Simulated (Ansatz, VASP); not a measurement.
C in VASP and in Ansatz

File INCAR:

```
SYSTEM = C
PREC = Accurate ; ENCUT = 520
EDIFF = 1E-7 ; ISMEAR = 0
SIGMA = 0.1 ; LREAL = .False.
LASPH = .True. ; NELM = 60
ALGO = Normal ; ISIF = 2
LWAVE = .False. ; LCHARG = .True.
LDIPOL = .True. ; IDIPOL = 3
DIPOL = 0.5 0.5 0.500 ; GGA = PE
IVDW = 12 ; LELF = .True.
LVHAR = .True. ; LVACPOTAV = .True.
NBANDS = 11
```

The input KPOINTS:

```
regular mesh
0
Gamma
  21 21 1
  0 0 0
```

File POSCAR:

```
C
1.0
    2.2810000000      0.0000000000      0.0000000000
   -1.1405000000      1.9754039460      0.0000000000
    0.0000000000      0.0000000000     26.0024170307
C
2
Direct
    0.6666666667      0.3333333333      0.5082492331
    0.3333333333      0.6666666667      0.4917507669
```

Input for Ansatz:

```yaml
crystal:
  lattice:
    - [2.281, 0.0, 0.0]
    - [-1.1405, 1.975403946, 0.0]
    - [0.0, 0.0, 26.0024170307]
  atoms:
    - { symbol: C, position: [0.6666666667, 0.3333333333, 0.5082492331] }
    - { symbol: C, position: [0.3333333333, 0.6666666667, 0.4917507669] }
  periodic: [true, true, false]
basis:
  ecutwfc: 420
kpoints:
  mp_grid: { grid: [21, 21, 1] }
hamiltonian:
  xc: pbe
  pseudopotentials: { kind: paw, azcp: { folder: soft_1 } }
  dispersion: d3bj
scf:
  occupations: { method: gaussian, width: 0.1 }
output:
  forces: true
  stress: true
  eigenvalues: true
```

Alike in both runs: task single point; functional PBE; dispersion D3(BJ); k mesh 21 × 21 × 1; occupations gaussian, width 0.1 eV; no spin polarisation.

```csv
,VASP,Ansatz
version,VASP 6.6.1,Ansatz 0.2.0
potentials or method,"VASP PAW PBE potentials, release 64 (C), cutoff 520 eV","scalar-relativistic, plane waves, PAW"
valence electrons in the cell,8,8
```

```csv
,VASP,Ansatz,Ansatz less VASP
gap on the k mesh at the Fermi level (eV),none,none,-
rms of the force components (eV/Å),4.122,4.145,+0.0226
"work function, face that differs most (eV)",3.84,3.85,+0.006
```

Atom by atom the forces differ by 0.023 eV/Å (rms over components). A gap of «none» marks a metal or a gap that the smearing closes.
